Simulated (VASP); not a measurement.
A run of VASP 6.6.1 is set up as follows.

Contents of INCAR:

```
ALGO = Normal ; EDIFF = 1E-7
ENCUT = 520 ; GGA = CA
ISIF = 2 ; ISMEAR = 0
LASPH = True ; LCHARG = False
LREAL = False ; LWAVE = False
NBANDS = 12 ; NELM = 80
PREC = Accurate ; SIGMA = 0.15
```

Contents of KPOINTS:

```
k-points
0
Gamma
  20 20 20
```

File POSCAR:

```
P
1.0
   -1.7391830931      2.5860517513      1.7584292137
    1.7391830931     -2.5860517513      1.7584292137
    1.7391830931      2.5860517513     -1.7584292137
P
2
Direct
    0.8033091100      0.0533091100      0.7500000000
    0.1966908900      0.9466908900      0.2500000000
```

Potentials or basis: VASP PAW LDA potentials, release 64 (P).

The run is started by

```console
$ cat potpaw_LDA.64/P/POTCAR > POTCAR
$ mpirun -np 1 vasp_std > vasp.out
```

Estimate the band gap on the k mesh.

zero (bands 5 and 6 overlap by 1.22 eV).

What does it give for the pressure?

-2.9 GPa.

Predict the largest force.

0.672 eV/Å.

Forces on the atoms (eV/Å):
```
P    0.000  0.000 -0.672
P    0.000  0.000  0.672
```

Caveat: the stress differs along the axes, from -11 to 6 GPa.
